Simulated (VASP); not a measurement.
# InP (I-4m2) in VASP: a series of runs

Runs on InP. Level: LDA. Tasks: single point.

Program: VASP 6.6.1. These are calculated values, not measurements. Logs are shortened: lines on timing, memory, paths and dates and some standing lists are left out, and cuts for length are marked.

### Step 1. The cell of the first run

Symmetry: I-4m2, No. 119, tetragonal system. Conventional cell: a = 4.375 Å, b = 4.375 Å, c = 5.259 Å, α = 90.00°, β = 90.00°, γ = 90.00°. Within 3.4 Å of In (site symmetry -4m2) lie 4 P at 2.55 Å. Within 3.4 Å of P (site symmetry -4m2) lie 4 In at 2.55 Å.

### Step 2. Single point, LDA

File INCAR:

```
PREC = Accurate
ENCUT = 500
EDIFF = 1E-6
ISMEAR = 0
SIGMA = 0.05
LREAL = F
LASPH = T
NELM = 120
ALGO = Normal
ISIF = 2
LWAVE = F
LCHARG = F
GGA = CA
NBANDS = 16
GGA_COMPAT = F
```

File KPOINTS:

```
regular mesh
0
Gamma
  4 4 4
```

File POSCAR:

```
InP
1.0
    0.0000000000      3.0936327061      2.6295878002
    3.0936327061      0.0000000000      2.6295878002
    3.0936327061      3.0936327061      0.0000000000
In P
1 1
Direct
    0.0000000000      0.0000000000      0.0000000000
    0.7500000000      0.7500000000      0.7500000000
```

Potentials or basis: VASP PAW LDA potentials, release 64 (In_d, P).

On the command line:

```
$ cat potpaw_LDA.64/In_d/POTCAR potpaw_LDA.64/P/POTCAR > POTCAR
$ mpirun -np 1 vasp_std > vasp.out
```

OUTCAR:

```text
PREC = Accurate
   ENCUT = 500
   EDIFF = 1E-6
   ISMEAR = 0
   LREAL = F
   LASPH = T
   NELM = 120
   ISIF = 2
   GGA = CA

 ion  position               nearest neighbor table
   1  0.000  0.000  0.000-   2 2.55   2 2.55   2 2.55   2 2.55
   2  0.750  0.750  0.750-   1 2.55   1 2.55   1 2.55   1 2.55

  LATTYP: Found a body centered tetragonal cell.
 ALAT       =     4.3750573300
 C/A-ratio  =     1.2020815280

  Lattice vectors:

 A1 = (   0.0000000000,  -3.0936327061,  -2.6295878002)
 A2 = (   0.0000000000,   3.0936327061,  -2.6295878002)
 A3 = (   3.0936327061,   0.0000000000,   2.6295878002)

Analysis of symmetry for initial positions (statically):
=====================================================================
 Subroutine PRICEL returns:
 Original cell was already a primitive cell.

 Routine SETGRP: Setting up the symmetry group for a
 body centered tetragonal supercell.

 Subroutine GETGRP returns: Found  8 space group operations
 (whereof  8 operations were pure point group operations)
 out of a pool of 16 trial point group operations.

The static configuration has the point symmetry D_2d.

Analysis of symmetry for dynamics (positions and initial velocities):
=====================================================================
 Subroutine PRICEL returns:
 Original cell was already a primitive cell.

 Routine SETGRP: Setting up the symmetry group for a
 body centered tetragonal supercell.

 Subroutine GETGRP returns: Found  8 space group operations
 (whereof  8 operations were pure point group operations)
 out of a pool of 16 trial point group operations.

The dynamic configuration has the point symmetry D_2d.

 Subroutine INISYM returns: Found  8 space group operations
 (whereof  8 operations are pure point group operations),
 and found     1 'primitive' translations

----------------------------------------------------------------------------------------

                                     Primitive cell

  volume of cell :      50.3333

  direct lattice vectors                    reciprocal lattice vectors
     0.000000000  3.093632706  2.629587800    -0.161622289  0.161622289  0.190143870
     3.093632706  0.000000000  2.629587800     0.161622289 -0.161622289  0.190143870
     3.093632706  3.093632706  0.000000000     0.161622289  0.161622289 -0.190143870

  length of vectors
     4.060208778  4.060208778  4.375057330     0.297318381  0.297318381  0.297318381

  position of ions in fractional coordinates (direct lattice)
     0.000000000  0.000000000  0.000000000
     0.750000000  0.750000000  0.750000000

  ion indices of the primitive-cell ions
   primitive index   ion index
                 1           1
                 2           2

----------------------------------------------------------------------------------------

 KPOINTS: regular mesh

Automatic generation of k-mesh.
 Grid dimensions read from file:
 generate k-points for:    4    4    4

 Generating k-lattice:

  Cartesian coordinates                     Fractional coordinates (reciprocal lattice)
    -0.040405572  0.040405572  0.047535967     0.250000000 -0.000000000  0.000000000
     0.040405572 -0.040405572  0.047535967    -0.000000000  0.250000000  0.000000000
     0.040405572  0.040405572 -0.047535967     0.000000000  0.000000000  0.250000000

  Length of vectors
     0.074329595  0.074329595  0.074329595

  Shift w.r.t. Gamma in fractional coordinates (k-lattice)
     0.000000000  0.000000000  0.000000000

 Subroutine IBZKPT returns following result:
 ===========================================

 Found     13 irreducible k-points:

 Following reciprocal coordinates:
            Coordinates               Weight
  0.000000  0.000000  0.000000      1.000000
  0.250000  0.000000  0.000000      8.000000
  0.500000  0.000000  0.000000      4.000000
  0.250000  0.250000  0.000000      2.000000
  0.500000  0.250000  0.000000      8.000000
 -0.250000  0.250000  0.000000      4.000000
  0.500000  0.500000  0.000000      1.000000
  0.250000  0.000000  0.250000      4.000000
  0.500000  0.000000  0.250000     16.000000
 -0.250000  0.000000  0.250000      8.000000
 -0.250000  0.500000  0.250000      4.000000
  0.500000  0.000000  0.500000      2.000000
 -0.250000  0.250000  0.500000      2.000000
   k-points           NKPTS =     13   k-points in BZ     NKDIM =     13   number of bands    NBANDS=     16
   number of dos      NEDOS =    301   number of ions     NIONS =      2
   total plane-waves  NPLWV =  28800
   dimension x,y,z NGX =    30 NGY =   30 NGZ =   32
   dimension x,y,z NGXF=    60 NGYF=   60 NGZF=   64
   ions per type =               1   1
   NGX,Y,Z   is equivalent  to a cutoff of  12.28, 12.28, 12.16 a.u.
   NGXF,Y,Z  is equivalent  to a cutoff of  24.57, 24.57, 24.32 a.u.
 SYSTEM =  unknown system
   PREC   = accura    normal or accurate (medium, high low for compatibility)
   ISTART =      0    job   : 0-new  1-cont  2-samecut
   ICHARG =      2    charge: 1-file 2-atom 10-const
   ISPIN  =      1    spin polarized calculation?
   LNONCOLLINEAR =      F non collinear calculations
   LSORBIT =      F    spin-orbit coupling
   LASPH  =      T    aspherical Exc in radial PAW
   ENCUT  =  500.0 eV  36.75 Ry    6.06 a.u.   7.40  7.40  7.98*2*pi/ulx,y,z
   NELM   =    120;   NELMIN=  2; NELMDL= -5     # of ELM steps
   EDIFF  = 0.1E-05   stopping-criterion for ELM
   LREAL  =      F    real-space projection
   EDIFFG = 0.1E-04   stopping-criterion for IOM
   NSW    =      0    number of steps for IOM
   IBRION =     -1    ionic relax: 0-MD 1-quasi-New 2-CG
   NFREE  =      0    steps in history (QN), initial steepest desc. (CG)
   ISIF   =      2    stress and relaxation
   ISYM   =      2    0-nonsym 1-usesym 2-fastsym
   POTIM  = 0.5000    time-step for ionic-motion
   TEBEG  =    0.0;   TEEND  =   0.0 temperature during run
   PSTRESS=    0.0 pullay stress
   NELECT =      18.0000    total number of electrons
   NUPDOWN=      -1.0000    fix difference up-down
   EMIN   =  10.00;   EMAX   =-10.00  energy-range for DOS
   EFERMI =   0.00;   METHOD = LEGACY
   ISMEAR =     0;   SIGMA  =   0.05  broadening in eV -4-tet -1-fermi 0-gaus
   EFERMI_NEDOS =   21; number of points for ismear=-14 and -15
   IALGO  =     38    algorithm
   IMIX   =      4    mixing-type and parameters
     AMIX     =   0.40;   BMIX     =  1.00
     AMIX_MAG =   1.60;   BMIX_MAG =  1.00
  volume/ion in A,a.u.               =      25.17       169.83
  Fermi-wavevector in a.u.,A,eV,Ry     =   1.162021  2.195901 18.371846  1.350293
  Thomas-Fermi vector in A             =   2.298587
   LORBIT       =      0    0 simple, 1 ext, 2 COOP (PROOUT), +10 PAW based schemes
   GGA     = CA    functional components
   LHFCALC =     F    Hartree Fock is set to
   AEXX    =    0.0000 exact exchange contribution
   IVDW    =     0    specifies the selected vdW correction
   LEPSILON=     F    determine dielectric tensor
   LRPA    =     F    only Hartree local field effects (RPA)
 non-spin polarized calculation
 Gauss-broadening in eV      SIGMA  =   0.05
  energy-cutoff  :      500.00
  volume of cell :       50.33
 maximum number of plane-waves:      1297
 NGX is ok and might be reduce to    30

 number of electron      18.0000002 magnetization

 Free energy of the ion-electron system (eV)
  ---------------------------------------------------
  ext. energy  EPLUGINS =         0.00000000
  ---------------------------------------------------
  free energy    TOTEN  =        -9.44932681 eV

  energy without entropy =       -9.44845612  energy(sigma->0) =       -9.44889146

 E-fermi :   5.4315     XC(G=0):  -9.6234

 val. band max:        5.4258995547   @ k =   0.0000   0.0000   0.0000
 cond. band min:       5.4370323937   @ k =   0.0000   0.0000   0.0000
 fundamental gap:      0.0111328391
 Fermi energy:         5.4314659743

 k-point     1 :       0.0000    0.0000    0.0000
  band No.  band energies     occupation
      1      -9.2042      2.00000
      2      -9.2042      2.00000
      3      -9.1495      2.00000
      4      -9.0624      2.00000
      5      -9.0411      2.00000
      6      -6.4432      2.00000
[... 8 lines left out ...]
     15      13.2846      0.00000
     16      14.8562      0.00000

 k-point     2 :       0.2500    0.0000    0.0000
  band No.  band energies     occupation
      1      -9.2463      2.00000
      2      -9.1819      2.00000
      3      -9.1469      2.00000
      4      -9.0642      2.00000
      5      -9.0273      2.00000
      6      -5.7629      2.00000
[... 8 lines left out ...]
     15      13.3694      0.00000
     16      15.1619      0.00000

 k-point     3 :       0.5000    0.0000    0.0000
  band No.  band energies     occupation
      1      -9.2997      2.00000
      2      -9.1695      2.00000
      3      -9.1330      2.00000
      4      -9.0622      2.00000
      5      -9.0025      2.00000
      6      -4.6933      2.00000
[... 8 lines left out ...]
     15      14.9318      0.00000
     16      16.3220      0.00000

 k-point     4 :       0.2500    0.2500    0.0000
  band No.  band energies     occupation
      1      -9.2725      2.00000
      2      -9.1502      2.00000
      3      -9.1502      2.00000
      4      -9.0924      2.00000
      5      -9.0110      2.00000
      6      -5.3746      2.00000
[... 8 lines left out ...]
     15      14.1277      0.00000
     16      16.8020      0.00000
[... 115 lines left out ...]
 k-point    11 :      -0.2500    0.5000    0.2500
  band No.  band energies     occupation
      1      -9.3287      2.00000
      2      -9.1371      2.00000
      3      -9.1035      2.00000
      4      -9.0799      2.00000
      5      -9.0082      2.00000
      6      -3.9134      2.00000
[... 8 lines left out ...]
     15      16.6186      0.00000
     16      17.2060      0.00000

 k-point    12 :       0.5000    0.0000    0.5000
  band No.  band energies     occupation
      1      -9.3510      2.00000
      2      -9.1003      2.00000
      3      -9.0883      2.00000
      4      -9.0751      2.00000
      5      -9.0199      2.00000
      6      -4.2284      2.00000
[... 8 lines left out ...]
     15      14.9554      0.00000
     16      17.2884      0.00000

 k-point    13 :      -0.2500    0.2500    0.5000
  band No.  band energies     occupation
      1      -9.3184      2.00000
      2      -9.1267      2.00000
      3      -9.1066      2.00000
      4      -9.0578      2.00000
      5      -9.0374      2.00000
      6      -4.0830      2.00000
[... 8 lines left out ...]
     15      14.9911      0.00000
     16      15.6131      0.00000

------------------------ aborting loop because EDIFF is reached ----------------------------------------

  FORCE on cell =-STRESS in cart. coord.  units (eV):
  Direction    XX          YY          ZZ          XY          YZ          ZX
  --------------------------------------------------------------------------------------
  -------------------------------------------------------------------------------------
  Total       -1.0026077     -1.0026077      0.5979235      0.0000000      0.0000000      0.0000000
  in kB      -31.9143812    -31.9143812     19.0327279      0.0000000      0.0000000      0.0000000
  external PRESSURE =     -14.9320115 kB  Pullay stress =       0.0000000 kB

 VOLUME and BASIS-vectors are now :
 -----------------------------------------------------------------------------
  energy-cutoff  :      500.00
  volume of cell :       50.33
      direct lattice vectors                 reciprocal lattice vectors
     0.000000000  3.093632706  2.629587800    -0.161622289  0.161622289  0.190143870
     3.093632706  0.000000000  2.629587800     0.161622289 -0.161622289  0.190143870
     3.093632706  3.093632706  0.000000000     0.161622289  0.161622289 -0.190143870

 POSITION                                       TOTAL-FORCE (eV/Angst)
 -----------------------------------------------------------------------------------
      0.00000      0.00000      0.00000         0.000000      0.000000      0.000000
      4.64045      4.64045      3.94438        -0.000000     -0.000000      0.000000
 -----------------------------------------------------------------------------------
    total drift:                               -0.000001     -0.000001     -0.000003

  FREE ENERGIE OF THE ION-ELECTRON SYSTEM (eV)
  ---------------------------------------------------
  free  energy   TOTEN  =        -9.4493268074 eV

  energy  without entropy=       -9.4484561196  energy(sigma->0) =       -9.44889146
```

It took 9.8 s on 1 thread of Intel Xeon Platinum 8259CL at 2.50GHz (Skylake/Cascade Lake), shared host; peak memory 0.15 GiB.

What came out:

```
Free energy            : -9.4493 eV
Pressure               : -1.5 GPa
Band gap on the k mesh : 0.01 eV, direct
```

Stress tensor (GPa, compression positive):
```
-3.19  0.00  0.00
 0.00 -3.19  0.00
 0.00  0.00  1.90
```

Caveat: the k points lie up to 0.47 Å⁻¹ apart; spin-orbit coupling is left out, which moves the levels of the heavy elements.

### Step 3. Single point, LDA

This run uses another cell than the first one, of the same volume but with other edges.

File INCAR:

```
PREC     = Accurate       # precision mode
ENCUT    = 500            # plane-wave cutoff, eV
EDIFF    = 1E-6           # SCF threshold, eV
ISMEAR   = 0              # smearing method
SIGMA    = 0.05           # smearing width, eV
LREAL    = F              # projectors in reciprocal space
LASPH    = T              # aspherical terms in the spheres
NELM     = 120            # most SCF steps
ALGO     = Normal         # electronic algorithm
ISIF     = 2              # what is computed and relaxed
LWAVE    = F              # write WAVECAR
LCHARG   = F              # write CHGCAR
NBANDS   = 16             # bands
GGA_COMPAT= F
```

KPOINTS is that of step 2.

File POSCAR:

```
InP
1.0
    0.0000000000      2.7577060826      3.3092472992
    2.7577060826      0.0000000000      3.3092472992
    2.7577060826      2.7577060826      0.0000000000
In P
1 1
Direct
    0.0000000000      0.0000000000      0.0000000000
    0.7500000000      0.7500000000      0.7500000000
```

Potentials or basis: VASP PAW LDA potentials, release 64 (In_d, P).

On the command line:

```
$ cat potpaw_LDA.64/In_d/POTCAR potpaw_LDA.64/P/POTCAR > POTCAR
$ mpirun -np 1 vasp_std > vasp.out
```

Run time: 7.8 s. Hardware: 1 thread of Intel Xeon Platinum 8259CL at 2.50GHz (Skylake/Cascade Lake), shared host; peak memory 0.15 GiB.

It converged, with:

```
Free energy            : -9.3553 eV
Pressure               : -1.2 GPa
Band gap on the k mesh : zero (filled and empty bands touch)
```

Stress tensor (GPa, compression positive):
```
 2.32  0.00  0.00
 0.00  2.32  0.00
 0.00  0.00 -8.32
```

Levels at points of the mesh, in eV from the Fermi level:
```csv
k point,band 5,band 6,band 7,band 8,band 9,band 10,band 11,band 12,band 13,band 14
"(0.00, 0.00, 0.00)",-14.47,-11.84,-1.14,-0.10,0.00,0.00,3.66,3.66,3.97,6.91
"(0.50, 0.00, 0.00)",-14.42,-10.09,-6.15,-1.97,-0.64,0.44,4.33,5.02,6.66,8.48
"(0.50, 0.50, 0.00)",-14.45,-9.87,-6.94,-1.93,-1.93,2.02,2.85,7.37,9.01,9.01
"(0.50, 0.00, 0.50)",-14.41,-9.22,-5.77,-2.97,-2.93,0.92,1.25,7.57,8.12,8.65
```

Caveat: the k points lie up to 0.47 Å⁻¹ apart; spin-orbit coupling is left out, which moves the levels of the heavy elements.
